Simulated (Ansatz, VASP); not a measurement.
## PbSe: VASP beside Ansatz

```xyz
2
Lattice="0.0000 3.0606 3.0606 3.0606 0.0000 3.0606 3.0606 3.0606 0.0000" Properties=species:S:1:pos:R:3 pbc="T T T"
Pb    0.0000    0.0000    0.0000
Se    3.0606    3.0606    3.0606
```

Alike in both runs: task electric field gradients; functional LDA; k mesh 8 × 8 × 8; occupations fermi-dirac, width 0.02 eV; no spin polarisation.

```csv
,VASP,Ansatz
version,VASP 6.6.1,Ansatz 0.2.0
potentials or method,"VASP PAW LDA potentials, release 64 (Pb_d, Se), cutoff 400 eV","plane-wave PAW, scalar-relativistic"
valence electrons in the cell,20,30
```

VASP gave:

```
pressure (GPa) : -2.0
```

Task: Which values does Ansatz return?

Result: Pressure (GPa): -2.1.

LDA's correlation is that of Perdew and Zunger in VASP and of Perdew and Wang (1992) in Ansatz. VASP's potentials hold 20 valence electrons a cell and Ansatz's 30, so a difference there can come from the potentials and not from the codes.

Neither program's run includes spin-orbit coupling.
